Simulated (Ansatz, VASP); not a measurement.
# Mn in VASP and in Ansatz

```xyz
1
Lattice="-1.5300 1.5300 1.5300 1.5300 -1.5300 1.5300 1.5300 1.5300 -1.5300" Properties=species:S:1:pos:R:3 pbc="T T T"
Mn    0.0000    0.0000    0.0000
```

Alike in both runs: task single point; functional PBE; k mesh 8 × 8 × 8; occupations gaussian, width 0.1 eV; collinear spin.

```csv
,VASP,Ansatz
version,VASP 6.6.1,Ansatz 0.2.0
potentials or method,"VASP PAW PBE potentials, release 64 (Mn_pv), cutoff 500 eV","scalar-relativistic, plane waves, PAW"
valence electrons in the cell,13,15
```

|  | VASP | Ansatz | Ansatz less VASP |
| --- | --- | --- | --- |
| gap on the k mesh at the Fermi level (eV) | none | none | - |
| net moment per atom (μB) | 1.38 | 1.36 | -0.014 |
| size of the moment on the site where the two differ most (μB) | 1.41 | 1.40 | -0.009 |

Site moments also hang on the region over which each program counts them. A gap of «none» marks a metal or a gap that the smearing closes. The functional is the same, so the differences come from potentials, cutoffs and numerics. VASP's potentials hold 13 valence electrons a cell and Ansatz's 15, so a difference there can come from the potentials and not from the codes.

The k mesh is coarse, so the values compare programs but aren't converged.
